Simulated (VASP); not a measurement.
Crystal: Si2W.

```
Si W
1.0
    -1.61134    1.61134    3.95309
     1.61134   -1.61134    3.95309
     1.61134    1.61134   -3.95309
Si W
2 1
Cartesian
  0.0000 0.0000 2.6328
  0.0000 0.0000 5.2734
  0.0000 0.0000 0.0000
```

```yaml
Program: VASP 6.6.1
Task: relaxation of cell and atoms
Functional: PBEsol
Potentials_or_basis: VASP PAW PBE potentials, release 64 (Si, W_sv)
Cutoff: 600 eV
k_mesh: 14 × 14 × 14
Occupations: gaussian, width 0.05 eV
Spin: no spin polarisation
```

At the start: pressure -5.4 GPa; volume 13.69 Å³/atom.

Question: Where does the relaxation end?

Answer: Over 8 steps the energy falls by 7.0 meV/atom and the volume is 13.39 Å³/atom (-2.2 %); space group I4/mmm (No. 139, to 0.1 Å) before and after.

Step by step:
| step | energy change (eV) | largest force (eV/Å) | pressure (GPa) | volume (Å³) |
| --- | --- | --- | --- | --- |
| 1 | 0.0000 | 0.2989 | -5.38 | 41.06 |
| 2 | 0.0456 | 0.1734 | 11.93 | 38.38 |
| 3 | -0.0196 | 0.1548 | 0.24 | 40.08 |
| 4 | -0.0196 | 0.1515 | 0.31 | 40.06 |
| 5 | -0.0209 | 0.0158 | 0.06 | 40.14 |
| 6 | -0.0209 | 0.0071 | 0.05 | 40.15 |
| 7 | -0.0209 | 0.0010 | -0.13 | 40.17 |
| 8 | -0.0209 | 0.0032 | -0.07 | 40.16 |

Final structure:
```
CELL_PARAMETERS angstrom
-1.60266 1.60266 3.90892
1.60266 -1.60266 3.90892
1.60266 1.60266 -3.90892
ATOMIC_POSITIONS crystal
Si 0.33457 0.33457 0.00000
Si 0.66543 0.66543 0.00000
W 0.00000 0.00000 0.00000
```

Caveat: the PAW data sets were made with another functional, which shifts forces and pressure a little.
